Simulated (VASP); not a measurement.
The system is Yb.

```
Yb
1.0
     0.00000    2.61516    2.61516
     2.61516    0.00000    2.61516
     2.61516    2.61516    0.00000
Yb
1
Direct
  0.00000 0.00000 0.00000
```

Base run:

* Program: VASP 6.6.1
* Functional: PBE
* Potentials or basis: VASP PAW PBE potentials, release 64 (Yb)
* Cutoff: 520 eV
* k mesh: 11 × 11 × 11
* Occupations: fermi-dirac, width 0.1 eV
* Spin: no spin polarisation

Its results: pressure 0.2 GPa.

Task: The run is repeated on the same cell with these changes: k mesh from 11 × 11 × 11 to 17 × 17 × 17. What comes out?

Result: Pressure -0.7 GPa.
